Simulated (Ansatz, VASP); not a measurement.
Ti in VASP and in Ansatz

```xyz
2
Lattice="2.8910 0.0000 0.0000 -1.4455 2.5037 0.0000 0.0000 0.0000 4.6860" Properties=species:S:1:pos:R:3 pbc="T T T"
Ti    0.0000    1.6691    1.1715
Ti    1.4455    0.8346    3.5145
```

Change from the starting cell: equal xx and yy strain of -2 %, crystal datasets.

Alike in both runs: task electric field gradients; functional PBEsol; k mesh 13 × 13 × 7; occupations fermi-dirac, width 0.08 eV; no spin polarisation.

```csv
,VASP,Ansatz
version,VASP 6.6.1,Ansatz 0.2.0
potentials or method,"VASP PAW PBE potentials, release 64 (Ti_sv), cutoff 400 eV","all-electron PAW with datasets made for the crystal, scalar-relativistic"
```

Ansatz gave:

* pressure (GPa): -1.6
* traceless stress, the component that is largest in VASP (GPa): -1.74
* size of Vzz on the site where it differs most (V/Å²): 15.3

Task: What did VASP give for the same quantities?

Result: Pressure (GPa): -2.6; traceless stress, the component that is largest in VASP (GPa): -1.72; size of Vzz on the site where it differs most (V/Å²): 13.9.

VASP's potentials were made for PBE, not for PBEsol. Ansatz ran all-electron here, and VASP with PAW potentials.
